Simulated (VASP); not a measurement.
# CsC (F-43m) in VASP: notebook, part 2 of 2

VASP 6.6.1. Earlier steps stand in the parts before.

**4. Single point, PBE**

INCAR reads:

```
SYSTEM = CsC
PREC = Accurate
ENCUT = 520
EDIFF = 1E-6
ISMEAR = 1
SIGMA = 0.01
LREAL = .False.
LASPH = .True.
NELM = 100
ALGO = Normal
ISIF = 2
LWAVE = .False.
LCHARG = .True.
GGA = PE
LELF = .True.
LVHAR = .True.
NBANDS = 14
```

KPOINTS reads:

```
Automatic mesh
0
Gamma
  6 6 6
  0 0 0
```

POSCAR reads:

```
CsC
1.0
    0.0000000000      3.1100544000      3.1100544000
    3.1100544000      0.0000000000      3.1100544000
    3.1100544000      3.1100544000      0.0000000000
Cs C
1 1
Direct
    0.0000000000      0.0000000000      0.0000000000
    0.2500000000      0.2500000000      0.2500000000
```

Potentials or basis: VASP PAW PBE potentials, release 64 (Cs_sv, C).

Command:

```
$ cat potpaw_PBE.64/Cs_sv/POTCAR potpaw_PBE.64/C/POTCAR > POTCAR
$ mpirun -np 1 vasp_std > vasp.out
```

OUTCAR:

```text
SYSTEM = CsC
   PREC = Accurate
   ENCUT = 520
   EDIFF = 1E-6
   ISMEAR = 1
   LREAL = .False.
   LASPH = .True.
   NELM = 100
   ISIF = 2
   GGA = PE

 ion  position               nearest neighbor table
   1  0.000  0.000  0.000-
   2  0.250  0.250  0.250-

  LATTYP: Found a face centered cubic cell.
 ALAT       =     6.2201088000

  Lattice vectors:

 A1 = (   0.0000000000,   3.1100544000,   3.1100544000)
 A2 = (   3.1100544000,   0.0000000000,   3.1100544000)
 A3 = (   3.1100544000,   3.1100544000,   0.0000000000)

Analysis of symmetry for initial positions (statically):
=====================================================================
 Subroutine PRICEL returns:
 Original cell was already a primitive cell.

 Routine SETGRP: Setting up the symmetry group for a
 face centered cubic supercell.

 Subroutine GETGRP returns: Found 24 space group operations
 (whereof 24 operations were pure point group operations)
 out of a pool of 48 trial point group operations.

The static configuration has the point symmetry T_d .

Analysis of symmetry for dynamics (positions and initial velocities):
=====================================================================
 Subroutine PRICEL returns:
 Original cell was already a primitive cell.

 Routine SETGRP: Setting up the symmetry group for a
 face centered cubic supercell.

 Subroutine GETGRP returns: Found 24 space group operations
 (whereof 24 operations were pure point group operations)
 out of a pool of 48 trial point group operations.

The dynamic configuration has the point symmetry T_d .

 Subroutine INISYM returns: Found 24 space group operations
 (whereof 24 operations are pure point group operations),
 and found     1 'primitive' translations

----------------------------------------------------------------------------------------

                                     Primitive cell

  volume of cell :      60.1636

  direct lattice vectors                    reciprocal lattice vectors
     0.000000000  3.110054400  3.110054400    -0.160768892  0.160768892  0.160768892
     3.110054400  0.000000000  3.110054400     0.160768892 -0.160768892  0.160768892
     3.110054400  3.110054400  0.000000000     0.160768892  0.160768892 -0.160768892

  length of vectors
     4.398281112  4.398281112  4.398281112     0.278459889  0.278459889  0.278459889

  position of ions in fractional coordinates (direct lattice)
     0.000000000  0.000000000  0.000000000
     0.250000000  0.250000000  0.250000000

  ion indices of the primitive-cell ions
   primitive index   ion index
                 1           1
                 2           2

----------------------------------------------------------------------------------------

 KPOINTS: Automatic mesh

Automatic generation of k-mesh.
 Grid dimensions read from file:
 generate k-points for:    6    6    6

 Generating k-lattice:

  Cartesian coordinates                     Fractional coordinates (reciprocal lattice)
    -0.026794815  0.026794815  0.026794815     0.166666667  0.000000000  0.000000000
     0.026794815 -0.026794815  0.026794815     0.000000000  0.166666667  0.000000000
     0.026794815  0.026794815 -0.026794815     0.000000000  0.000000000  0.166666667

  Length of vectors
     0.046409982  0.046409982  0.046409982

  Shift w.r.t. Gamma in fractional coordinates (k-lattice)
     0.000000000  0.000000000  0.000000000

 Subroutine IBZKPT returns following result:
 ===========================================

 Found     16 irreducible k-points:

 Following reciprocal coordinates:
            Coordinates               Weight
  0.000000  0.000000  0.000000      1.000000
  0.166667  0.000000  0.000000      8.000000
  0.333333  0.000000  0.000000      8.000000
  0.500000  0.000000  0.000000      4.000000
  0.166667  0.166667  0.000000      6.000000
  0.333333  0.166667  0.000000     24.000000
[... 8 lines left out ...]
 -0.333333  0.333333  0.166667     24.000000
 -0.333333  0.500000  0.166667     12.000000
   k-points           NKPTS =     16   k-points in BZ     NKDIM =     16   number of bands    NBANDS=     14
   number of dos      NEDOS =    301   number of ions     NIONS =      2
   total plane-waves  NPLWV =  46656
   dimension x,y,z NGX =    36 NGY =   36 NGZ =   36
   dimension x,y,z NGXF=    72 NGYF=   72 NGZF=   72
   ions per type =               1   1
   NGX,Y,Z   is equivalent  to a cutoff of  13.61, 13.61, 13.61 a.u.
   NGXF,Y,Z  is equivalent  to a cutoff of  27.21, 27.21, 27.21 a.u.
 SYSTEM =  CsC
   PREC   = accura    normal or accurate (medium, high low for compatibility)
   ISTART =      0    job   : 0-new  1-cont  2-samecut
   ICHARG =      2    charge: 1-file 2-atom 10-const
   ISPIN  =      1    spin polarized calculation?
   LNONCOLLINEAR =      F non collinear calculations
   LSORBIT =      F    spin-orbit coupling
   LASPH  =      T    aspherical Exc in radial PAW
   ENCUT  =  520.0 eV  38.22 Ry    6.18 a.u.   8.18  8.18  8.18*2*pi/ulx,y,z
   NELM   =    100;   NELMIN=  2; NELMDL= -5     # of ELM steps
   EDIFF  = 0.1E-05   stopping-criterion for ELM
   LREAL  =      F    real-space projection
[... 7 lines left out ...]
   TEBEG  =    0.0;   TEEND  =   0.0 temperature during run
   PSTRESS=    0.0 pullay stress
   NELECT =      13.0000    total number of electrons
   NUPDOWN=      -1.0000    fix difference up-down
   EMIN   =  10.00;   EMAX   =-10.00  energy-range for DOS
   EFERMI =   0.00;   METHOD = LEGACY
   ISMEAR =     1;   SIGMA  =   0.01  broadening in eV -4-tet -1-fermi 0-gaus
   EFERMI_NEDOS =   21; number of points for ismear=-14 and -15
   IALGO  =     38    algorithm
   IMIX   =      4    mixing-type and parameters
     AMIX     =   0.40;   BMIX     =  1.00
     AMIX_MAG =   1.60;   BMIX_MAG =  1.00
  volume/ion in A,a.u.               =      30.08       203.00
  Fermi-wavevector in a.u.,A,eV,Ry     =   0.982376  1.856422 13.130487  0.965064
  Thomas-Fermi vector in A             =   2.113454
   LORBIT       =      0    0 simple, 1 ext, 2 COOP (PROOUT), +10 PAW based schemes
   GGA     = PE    functional components
   LHFCALC =     F    Hartree Fock is set to
   AEXX    =    0.0000 exact exchange contribution
   IVDW    =     0    specifies the selected vdW correction
   LEPSILON=     F    determine dielectric tensor
   LRPA    =     F    only Hartree local field effects (RPA)
 non-spin polarized calculation
 Methfessel and Paxton  Order N= 1 SIGMA  =   0.01
  energy-cutoff  :      520.00
  volume of cell :       60.16
 maximum number of plane-waves:      1639
 NGX is ok and might be reduce to    36
   NGX = 17   NGY = 17   NGZ = 17

 number of electron      13.0000000 magnetization

 Free energy of the ion-electron system (eV)
  ---------------------------------------------------
  ext. energy  EPLUGINS =         0.00000000
  ---------------------------------------------------
  free energy    TOTEN  =        -3.78541929 eV

  energy without entropy =       -3.78511499  energy(sigma->0) =       -3.78531786

 E-fermi :   1.4267     XC(G=0):  -8.1937

 val. band max:        1.3750557185   @ k =   0.3333   0.0000   0.0000
 cond. band min:       1.4277060640   @ k =   0.3333   0.1667   0.0000
 fundamental gap:      0.0526503455
 Fermi energy:         1.4267159979

 k-point     1 :       0.0000    0.0000    0.0000
  band No.  band energies     occupation
      1     -19.9585      2.00000
      2      -6.8972      2.00000
      3      -6.4093      2.00000
      4      -6.4093      2.00000
      5      -6.4093      2.00000
      6       0.7246      2.00000
      7       0.7246      2.00000
      8       0.7246      2.00000
      9       4.5519      0.00000
     10       8.1168      0.00000
     11       8.1168      0.00000
     12       9.6863      0.00000
     13       9.6863      0.00000
     14       9.6863      0.00000
[... 239 lines left out ...]
 k-point    16 :      -0.3333    0.5000    0.1667
  band No.  band energies     occupation
      1     -19.7436      2.00000
      2      -9.1604      2.00000
      3      -7.1749      2.00000
      4      -7.0056      2.00000
      5      -4.2170      2.00000
      6       0.8003      2.00000
      7       1.8814      0.00000
      8       2.2219      0.00000
      9       5.7199      0.00000
     10       6.2833      0.00000
     11       9.0627      0.00000
     12      10.1900      0.00000
     13      11.5371      0.00000
     14      12.6727      0.00000

------------------------ aborting loop because EDIFF is reached ----------------------------------------

  FORCE on cell =-STRESS in cart. coord.  units (eV):
  Direction    XX          YY          ZZ          XY          YZ          ZX
  --------------------------------------------------------------------------------------
  -------------------------------------------------------------------------------------
  Total        1.6668916      1.6668916      1.6668916      0.0000000     -0.0000000      0.0000000
  in kB       44.3898806     44.3898806     44.3898806      0.0000000     -0.0000000      0.0000000
  external PRESSURE =      44.3898806 kB  Pullay stress =       0.0000000 kB

 VOLUME and BASIS-vectors are now :
 -----------------------------------------------------------------------------
  energy-cutoff  :      520.00
  volume of cell :       60.16
      direct lattice vectors                 reciprocal lattice vectors
     0.000000000  3.110054400  3.110054400    -0.160768892  0.160768892  0.160768892
     3.110054400  0.000000000  3.110054400     0.160768892 -0.160768892  0.160768892
     3.110054400  3.110054400  0.000000000     0.160768892  0.160768892 -0.160768892

 POSITION                                       TOTAL-FORCE (eV/Angst)
 -----------------------------------------------------------------------------------
      0.00000      0.00000      0.00000         0.000000      0.000000      0.000000
      1.55503      1.55503      1.55503        -0.000000     -0.000000     -0.000000
 -----------------------------------------------------------------------------------
    total drift:                               -0.000000     -0.000000     -0.000000

  FREE ENERGIE OF THE ION-ELECTRON SYSTEM (eV)
  ---------------------------------------------------
  free  energy   TOTEN  =        -3.7854192883 eV

  energy  without entropy=       -3.7851149920  energy(sigma->0) =       -3.78531786
```

stdout:

```text
POSCAR found type information on POSCAR CsC
 POSCAR found :  2 types and       2 ions
 scaLAPACK will be used
 LDA part: xc-table for (Slater+PW92), standard interpolation
 POSCAR, INCAR and KPOINTS ok, starting setup
 FFT: planning ... GRIDC
 FFT: planning ... GRID_SOFT
 FFT: planning ... GRID
 WAVECAR not read
 entering main loop
```

Run time: 17 s. Hardware: 1 thread of AMD EPYC 7R43 (Zen 3), shared host; peak memory 0.17 GiB.

Results:

```yaml
Free_energy: -3.7854 eV
Pressure: 4.4 GPa
```

Caveat: spin-orbit coupling is left out, which moves the levels of the heavy elements.

**5. Single point, PBE**

INCAR reads:

```
SYSTEM = CsC
ALGO = Normal
EDIFF = 1E-7
ENCUT = 520
GGA = PE
ISIF = 2
ISMEAR = 1
LASPH = .True.
LCHARG = .True.
LELF = .True.
LREAL = .False.
LVHAR = .True.
LWAVE = .False.
NBANDS = 14
NELM = 80
PREC = Accurate
SIGMA = 0.005
```

KPOINTS reads:

```
k-points
0
Gamma
  6 6 6
  0 0 0
```

POSCAR is that of step 4.

Command:

```
$ cat potpaw_PBE.64/Cs_sv/POTCAR potpaw_PBE.64/C/POTCAR > POTCAR
$ mpirun -np 1 vasp_std > vasp.out
```

Wall time 18 s (1 thread of AMD EPYC 7R43 (Zen 3), shared host); peak memory 0.17 GiB.

It converged, with:

- Free energy: -3.7853 eV
- Pressure: 4.4 GPa

Levels at points of the mesh, in eV from the Fermi level:
```
           k point  band 2  band 3  band 4  band 5  band 6  band 7  band 8  band 9  band 10  band 11
(0.00, 0.00, 0.00)   -8.32   -7.84   -7.84   -7.84   -0.70   -0.70   -0.70    3.12     6.69     6.69
(0.50, 0.00, 0.00)  -10.47   -8.06   -8.06   -6.46   -0.18   -0.18    0.47    4.90     6.41     6.58
(0.50, 0.50, 0.00)  -10.65   -8.40   -8.40   -5.87   -1.15    0.92    0.92    4.34     5.03     8.67
```

Caveat: spin-orbit coupling is left out, which moves the levels of the heavy elements.

**6. The runs side by side**

```tsv
smearing	gap on the mesh (eV)	pressure (GPa)
methfessel-paxton 0.05 eV	none	4.4
methfessel-paxton 0.025 eV	none	4.4
methfessel-paxton 0.01 eV	none	4.4
methfessel-paxton 0.005 eV	none	4.4
```

Alike in all rows: task single point; level PBE; potentials or basis VASP PAW PBE potentials, release 64 (Cs_sv, C); no spin polarisation; cell as given; k mesh 6 × 6 × 6; cutoff (eV) 520.

Every run on the cell as given and a fine mesh finds a metal.

Caveats: spin-orbit coupling is left out, which moves the levels of the heavy elements.

Total energies depend on the potentials used, so only differences within one code and one set of settings carry meaning.
